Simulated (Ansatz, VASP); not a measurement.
**Two plane-wave programs on ZnSe**

INCAR

```
PREC = Accurate
ENCUT = 500
EDIFF = 1E-6
ISMEAR = 0
SIGMA = 0.02
LREAL = False
LASPH = True
NELM = 120
ALGO = Normal
ISIF = 2
LWAVE = False
LCHARG = True
LELF = True
LVHAR = True
NBANDS = 16
GGA_COMPAT = False
```

Contents of KPOINTS:

```
Automatic mesh
0
Gamma
  8 8 8
```

The input POSCAR:

```
ZnSe
1.0
    0.0000000000      2.7836603582      2.7836603582
    2.7836603582      0.0000000000      2.7836603582
    2.7836603582      2.7836603582      0.0000000000
Zn Se
1 1
Direct
    0.0000000000      0.0000000000      0.0000000000
    0.2500000000      0.2500000000      0.2500000000
```

Input for Ansatz:

```yaml
crystal:
  lattice:
    - [0.0, 2.7836603582, 2.7836603582]
    - [2.7836603582, 0.0, 2.7836603582]
    - [2.7836603582, 2.7836603582, 0.0]
  atoms:
    - { symbol: Zn, position: [0.0, 0.0, 0.0] }
    - { symbol: Se, position: [0.25, 0.25, 0.25] }
basis:
  ecutwfc: 420
kpoints:
  mp_grid: { grid: [8, 8, 8] }
  band_path:
    path:
      - [[0.0, 0.0, 0.0], [-0.5, -0.5, 0.0], [-0.375, -0.375, 0.25]]
      - [[-0.375, 0.0, 0.375], [0.0, 0.0, 0.0], [0.0, 0.0, 0.5], [-0.5, -0.25, 0.25], [-0.5, -0.5, 0.0]]
    npoints: 10
hamiltonian:
  xc: lda
  pseudopotentials: { kind: paw, azcp: { folder: soft_1 } }
scf:
  occupations: { method: gaussian, width: 0.02 }
  n_extra_bands: 7
output:
  forces: true
  stress: true
  eigenvalues: true
```

Alike in both runs: task single point; functional LDA; k mesh 8 × 8 × 8; occupations gaussian, width 0.02 eV; no spin polarisation.

|  | VASP | Ansatz |
| --- | --- | --- |
| version | VASP 6.6.1 | Ansatz 0.2.0 |
| potentials or method | VASP PAW LDA potentials, release 64 (Zn, Se), cutoff 500 eV | scalar-relativistic, plane waves, PAW |
| valence electrons in the cell | 18 | 28 |

|  | VASP | Ansatz | Ansatz less VASP |
| --- | --- | --- | --- |
| gap on the k mesh at the Fermi level (eV) | 1.29 | 1.25 | -0.044 |
| least direct gap on the mesh (eV) | 1.29 | 1.25 | -0.044 |
| pressure (GPa) | 0.4 | 0.0 | -0.37 |

Ansatz warns that its potentials were made for another functional, while VASP's fit it. LDA's correlation is that of Perdew and Zunger in VASP and of Perdew and Wang (1992) in Ansatz. VASP's potentials hold 18 valence electrons a cell and Ansatz's 28, so a difference there can come from the potentials and not from the codes.
